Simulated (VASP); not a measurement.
Set up this calculation in VASP 6.6.1, as the native input.

```yaml
Task: single point
Functional: PBEsol
Potentials_or_basis: VASP PAW PBE potentials, release 64 (Ti_sv, Al)
Cutoff: 520 eV
k_mesh: 18 × 18 × 10
Occupations: gaussian, width 0.15 eV
Spin: no spin polarisation
Dipole_correction: no
Further_INCAR_settings: ALGO = Normal; EDIFF = 1e-06; NBANDS = 14
```

The structure of TiAl lies in POSCAR:

```
TiAl
1.0
    2.9899000000      0.0000000000      0.0000000000
   -1.4949500000      2.5893293548      0.0000000000
    0.0000000000      0.0000000000      4.2497000000
Ti Al
1 1
Direct
    0.0000000000      0.0000000000      0.0000000000
    0.3333333333      0.6666666667      0.5000000000
```

One way to write it, as run:

INCAR

```
PREC = Accurate
ENCUT = 520
EDIFF = 1E-6
ISMEAR = 0
SIGMA = 0.15
LREAL = F
LASPH = T
NELM = 80
ALGO = Normal
ISIF = 2
LWAVE = F
LCHARG = F
GGA = PS
NBANDS = 14
```

KPOINTS

```
Automatic mesh
0
Gamma
  18 18 10
```

Potentials or basis: VASP PAW PBE potentials, release 64 (Ti_sv, Al).

Launch:

```bash
$ cat potpaw_PBE.64/Ti_sv/POTCAR potpaw_PBE.64/Al/POTCAR > POTCAR
$ mpirun -np 1 vasp_std > vasp.out
```

It gave:

```
Pressure               : 1.1 GPa
Band gap on the k mesh : zero (an odd number of electrons rules out a gap without spin polarisation)
```

Caveat: the stress differs along the axes, from -4 to 12 GPa; the PAW data sets were made with another functional, which shifts forces and pressure a little.

It took 30 s on 1 thread of Intel(R) Xeon(R) 6975P-C (Granite Rapids), with other jobs on the host, peak memory 0.23 GiB.
